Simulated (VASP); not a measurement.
The system is Si.

```xyz
2
Lattice="0.0000 2.7155 2.7155 2.7155 0.0000 2.7155 2.7155 2.7155 0.0000" Properties=species:S:1:pos:R:3 pbc="T T T"
Si    2.7155    2.7155    2.7155
Si    4.0732    4.0732    4.0732
```

| Property | Result |
| --- | --- |
| Program | VASP 6.6.1 |
| Task | relaxation of cell and atoms |
| Functional | PBE |
| Potentials or basis | VASP PAW PBE potentials, release 64 (Si) |
| Cutoff | 600 eV |
| k mesh | 10 × 10 × 10 |
| Occupations | gaussian, width 0.02 eV |
| Spin | no spin polarisation |

At the start: pressure 1.9 GPa; volume 20.02 Å³/atom.

**Question.** Where does the relaxation end?

**Answer.** Over 3 steps the energy falls by 2.5 meV/atom and the volume is 20.44 Å³/atom (+2.1 %); space group Fd-3m (No. 227, to 0.05 Å).

Step by step:
```tsv
step	energy change (eV)	largest force (eV/Å)	pressure (GPa)	volume (Å³)
1	0.0000	0.0000	1.94	40.05
2	-0.0027	0.0000	-1.21	41.46
3	-0.0050	0.0000	0.01	40.89
```

Final structure:
```
CELL_PARAMETERS angstrom
0.00000 2.73431 2.73431
2.73431 0.00000 2.73431
2.73431 2.73431 0.00000
ATOMIC_POSITIONS crystal
Si 0.50000 0.50000 0.50000
Si 0.75000 0.75000 0.75000
```
